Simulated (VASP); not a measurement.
# P: single point with PBE

The system is P.

```
CELL_PARAMETERS angstrom
1.98987 -1.98987 -4.24147
1.98987 -1.98987 4.24147
-3.97974 -3.97974 0.00000
ATOMIC_POSITIONS crystal
P 0.62233 0.37767 0.00000
P 0.12233 0.87767 0.50000
P 0.50000 0.00000 0.75000
P 0.00000 0.50000 0.25000
P 0.87767 0.12233 0.50000
P 0.37767 0.62233 0.00000
```

```json
{
 "Program": "VASP 6.6.1",
 "Task": "single point",
 "Functional": "PBE",
 "Potentials or basis": "VASP PAW PBE potentials, release 64 (P)",
 "Cutoff": "500 eV",
 "k mesh": "6 × 6 × 4",
 "Occupations": "gaussian, width 0.2 eV",
 "Spin": "no spin polarisation",
 "Dipole correction": "no",
 "Further INCAR settings": "ALGO = Normal; EDIFF = 1e-06; NBANDS = 24"
}
```

```yaml
Pressure: -0.2 GPa
Largest_force: 0.038 eV/Å
Band_gap_on_the_k_mesh: zero (band 15 reaches 5.80 eV, above the bottom of band 16 at 3.37 eV)
```

Forces on the atoms (eV/Å):
```
P    0.000  0.000  0.038
P    0.000  0.000  0.038
P    0.000  0.000  0.000
P    0.000  0.000  0.000
P    0.000  0.000 -0.038
P    0.000  0.000 -0.038
```

Stress tensor (GPa, compression positive):
```
-0.18  0.03  0.00
 0.03 -0.18  0.00
 0.00  0.00 -0.33
```

Levels at points of the mesh, in eV from the Fermi level:
| k point | band 11 | band 12 | band 13 | band 14 | band 15 | band 16 | band 17 | band 18 | band 19 | band 20 |
| --- | --- | --- | --- | --- | --- | --- | --- | --- | --- | --- |
| (0.00, 0.00, 0.00) | -3.15 | -1.34 | -1.34 | -0.97 | -0.94 | -0.27 | 0.64 | 2.52 | 2.70 | 3.82 |
| (0.50, 0.00, 0.00) | -1.41 | -1.41 | -1.08 | -1.08 | 0.64 | 0.64 | 1.46 | 1.46 | 3.10 | 3.10 |
| (0.50, 0.50, 0.00) | -3.15 | -3.04 | -1.27 | -0.27 | 0.64 | 0.89 | 0.89 | 2.52 | 2.70 | 3.22 |
| (0.00, 0.00, 0.50) | -2.29 | -2.29 | -1.62 | -1.62 | 1.52 | 1.52 | 1.86 | 1.86 | 2.79 | 2.79 |
| (0.50, 0.00, 0.50) | -1.56 | -1.56 | -1.07 | -1.07 | -0.57 | -0.57 | 1.96 | 1.96 | 3.39 | 3.39 |
| (0.50, 0.50, 0.50) | -1.81 | -1.81 | 0.13 | 0.13 | 0.45 | 0.45 | 1.37 | 1.37 | 2.36 | 2.36 |

Wall time 2.5 min on 1 thread of Intel(R) Xeon(R) Platinum 8375C CPU @ 2.90GHz (Ice Lake), with other jobs on the host, peak memory 0.27 GiB.
